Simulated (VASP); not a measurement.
Wanted: the native input for a VASP 6.6.1 run.

```yaml
Task: relaxation of cell and atoms
Functional: PBE
Potentials_or_basis: VASP PAW PBE potentials, release 64 (Be)
Cutoff: 600 eV
k_mesh: 10 × 10 × 6
Occupations: gaussian, width 0.05 eV
Spin: no spin polarisation
Dipole_correction: no
Further_INCAR_settings: ALGO = Normal; EDIFF = 1e-06; IBRION = 2; EDIFFG = -0.03; NSW = 80; ISIF = 3
```

The structure of Be lies in POSCAR:

```
Be
1.0
    2.2900000000      0.0000000000      0.0000000000
   -1.1450000000      1.9831981747      0.0000000000
    0.0000000000      0.0000000000      3.5884300000
Be
2
Direct
    0.3333333333      0.6666666667      0.7500000000
    0.6666666667      0.3333333333      0.2500000000
```

One way to write it, as run:

INCAR

```
ALGO = Normal
EDIFF = 1E-6
EDIFFG = -0.03
ENCUT = 600
GGA = PE
IBRION = 2
ISIF = 3
ISMEAR = 0
LASPH = T
LCHARG = F
LREAL = F
LWAVE = F
NELM = 80
NSW = 80
PREC = Accurate
SIGMA = 0.05
```

KPOINTS

```
k-points
0
Gamma
  10 10 6
```

Potentials or basis: VASP PAW PBE potentials, release 64 (Be).

Run with:

```bash
$ cat potpaw_PBE.64/Be/POTCAR > POTCAR
$ mpirun -np 1 vasp_std > vasp.out
```

It gave:

```yaml
Relaxed_volume: 7.97 Å³/atom
Relaxed_cell: a = 2.282 Å, b = 2.282 Å, c = 3.534 Å, α = 90.00°, β = 90.00°, γ = 120.00°
Space_group_after_relaxing_to_0.1_Å: P6_3/mmc (No. 194)
Energy_gained_by_relaxing: 2.9 meV/atom
Ionic_steps: 2
Pressure_after_relaxing: -0.3 GPa
Band_gap_on_the_k_mesh: zero (bands 2 and 3 overlap by 0.77 eV)
```

Wall time 4.7 s on 1 thread of Intel(R) Xeon(R) Platinum 8488C (Sapphire Rapids), on a shared host, peak memory 0.12 GiB.
